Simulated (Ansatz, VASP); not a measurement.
**CuSi16 in VASP and in Ansatz**

```
Si Cu
1.0
     0.00000    5.43000    5.43000
     5.43000    0.00000    5.43000
     5.43000    5.43000    0.00000
Si Cu
16 1
Direct
  0.98905 0.03304 0.98932
  0.12168 0.14147 0.12183
  0.01002 0.00061 0.49502
  0.12157 0.14152 0.61578
  0.99953 0.51449 0.99989
  0.11354 0.65951 0.11386
  0.99956 0.51454 0.48688
  0.14272 0.62740 0.61529
  0.49485 0.00048 0.01027
  0.61551 0.14145 0.12182
  0.49479 0.00061 0.49503
  0.63726 0.08841 0.63747
  0.48656 0.51450 0.99985
  0.61495 0.62723 0.14321
  0.51180 0.46480 0.51231
  0.61508 0.62751 0.61532
  0.78441 0.64683 0.78482
```

Alike in both runs: functional PBEsol; k mesh 2 × 2 × 2; occupations gaussian, width 0.02 eV; collinear spin.

Ansatz relaxed the structure, and its values are those at the end. VASP's run is a single point on that final structure, the one shown.

|  | VASP | Ansatz |
| --- | --- | --- |
| version | VASP 6.6.1 | Ansatz 0.2.0 |
| potentials or method | VASP PAW PBE potentials, release 64 (Si, Cu), cutoff 520 eV | scalar-relativistic, plane waves, PAW |
| valence electrons in the cell | 75 | 83 |

```csv
,VASP,Ansatz,Ansatz less VASP
rms of the force components (eV/Å),0.019,0.007,-0.0111
net moment per atom (μB),0.03,0.03,0.000
size of the moment on the site where the two differ most (μB),0.04,0.03,-0.014
```

VASP's potentials were made for PBE, not for PBEsol, and Ansatz warns of the same on its side. Site moments also hang on the region over which each program counts them. VASP's potentials hold 75 valence electrons a cell and Ansatz's 83, so a difference there can come from the potentials and not from the codes.

The k mesh is coarse, so the values compare programs but aren't converged.
